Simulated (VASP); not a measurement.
Write the native input for VASP 6.6.1 that does the following.

```yaml
Task: relaxation of cell and atoms
Functional: PBE
Dispersion: D4
Potentials_or_basis: VASP PAW PBE potentials, release 64 (Pb_d)
Cutoff: 600 eV
k_mesh: 9 × 9 × 9
Occupations: fermi-dirac, width 0.05 eV
Spin: no spin polarisation
Dipole_correction: no
Further_INCAR_settings: ALGO = Fast; EDIFF = 1e-06; IBRION = 2; EDIFFG = -0.01; NSW = 60; ISIF = 3
```

The structure of Pb lies in POSCAR:

```
Pb
1.0
   -1.9796595667      1.9796595667      1.9796595667
    1.9796595667     -1.9796595667      1.9796595667
    1.9796595667      1.9796595667     -1.9796595667
Pb
1
Direct
    0.0000000000      0.0000000000      0.0000000000
```

This isn't the form of Pb at room conditions, which is fcc.

The input as run:

INCAR

```
PREC = Accurate
ENCUT = 600
EDIFF = 1E-6
ISMEAR = -1
SIGMA = 0.05
LREAL = False
LASPH = True
NELM = 60
ALGO = Fast
ISIF = 3
LWAVE = False
LCHARG = False
GGA = PE
IVDW = 13
IBRION = 2
NSW = 60
EDIFFG = -0.01
```

KPOINTS

```
regular mesh
0
Gamma
  9 9 9
```

Potentials or basis: VASP PAW PBE potentials, release 64 (Pb_d).

The run is started by

```console
$ cat potpaw_PBE.64/Pb_d/POTCAR > POTCAR
$ mpirun -np 1 vasp_std > vasp.out
```

It gave:

```json
{"Relaxed volume": "30.15 Å³/atom", "Relaxed cell": "a = 3.396 Å, b = 3.396 Å, c = 3.396 Å, α = 109.47°, β = 109.47°, γ = 109.47°", "Space group after relaxing (to 0.1 Å)": "Im-3m (No. 229)", "Energy gained by relaxing": "3.6 meV/atom", "Ionic steps": "6", "Pressure after relaxing": "0.0 GPa", "Band gap on the k mesh": "zero (bands 7 and 8 overlap by 9.77 eV)", "Dispersion energy per atom": "-0.433 eV"}
```

Caveat: spin-orbit coupling is left out, which moves the levels of the heavy elements.

Wall time 69 s on 1 thread of Intel Xeon 8259CL, with other jobs on the host, peak memory 0.17 GiB.
